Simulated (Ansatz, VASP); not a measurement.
## SnO3: VASP beside Ansatz

```
CELL_PARAMETERS angstrom
-1.55594 1.55594 4.22058
1.55594 -1.55594 4.22058
1.55594 1.55594 -4.22058
ATOMIC_POSITIONS crystal
Sn 0.00000 0.00000 0.00000
O 0.75000 0.25000 0.50000
O 0.25000 0.75000 0.50000
O 0.50000 0.50000 0.00000
```

Change from the starting cell: species swapped into the Sc3Pb type (I4/mmm, No. 139).

Alike in both runs: functional PBE; k mesh 6 × 6 × 6; occupations gaussian, width 0.1 eV; no spin polarisation.

Ansatz relaxed the structure, and its values are those at the end. VASP's run is a single point on that final structure, the one shown.

|  | VASP | Ansatz |
| --- | --- | --- |
| version | VASP 6.6.1 | Ansatz 0.2.0 |
| potentials or method | VASP PAW PBE potentials, release 64 (Sn_d, O), cutoff 520 eV | scalar-relativistic, plane waves, PAW |
| valence electrons in the cell | 32 | 32 |

```tsv
	VASP	Ansatz	Ansatz less VASP
gap on the k mesh at the Fermi level (eV)	none	none	-
pressure (GPa)	0.2	0.0	-0.14
```

A gap of «none» marks a metal or a gap that the smearing closes.

The k mesh is coarse, so the values compare programs but aren't converged.
